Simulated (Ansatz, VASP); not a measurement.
# One calculation of TaN, two programs

```xyz
6
Lattice="5.1789 0.0000 0.0000 -2.5895 4.4851 0.0000 0.0000 0.0000 2.8960" Properties=species:S:1:pos:R:3 pbc="T T T"
Ta   -0.0152    2.9839    1.4480
Ta    2.5742    1.5011    1.4480
Ta    0.0300    0.0000    0.0000
N     2.0500    0.0000    0.0000
N     1.5674    2.7301    0.0000
N    -1.0221    1.7550    0.0000
```

Change from the starting cell: mode 5 (187.2 1/cm) frozen in, largest displacement +0.030 Å.

Alike in both runs: task single point; functional PBEsol; k mesh 12 × 12 × 16; occupations gaussian, width 0.15 eV; no spin polarisation.

```csv
,VASP,Ansatz
version,VASP 6.6.1,Ansatz 0.2.0
potentials or method,"VASP PAW PBE potentials, release 64 (Ta_pv, N), cutoff 520 eV","scalar-relativistic, plane waves, PAW"
valence electrons in the cell,48,54
```

|  | VASP | Ansatz | Ansatz less VASP |
| --- | --- | --- | --- |
| gap on the k mesh at the Fermi level (eV) | none | none | - |
| pressure (GPa) | 0.9 | 0.1 | -0.87 |
| traceless stress, the component that is largest in VASP (GPa) | 0.65 | 0.60 | -0.048 |
| rms of the force components (eV/Å) | 0.209 | 0.207 | -0.0018 |

VASP's potentials were made for PBE, not for PBEsol. Atom by atom the forces differ by 0.005 eV/Å (rms over components). A gap of «none» marks a metal or a gap that the smearing closes. VASP's potentials hold 48 valence electrons a cell and Ansatz's 54, so a difference there can come from the potentials and not from the codes.

Neither program's run includes spin-orbit coupling.
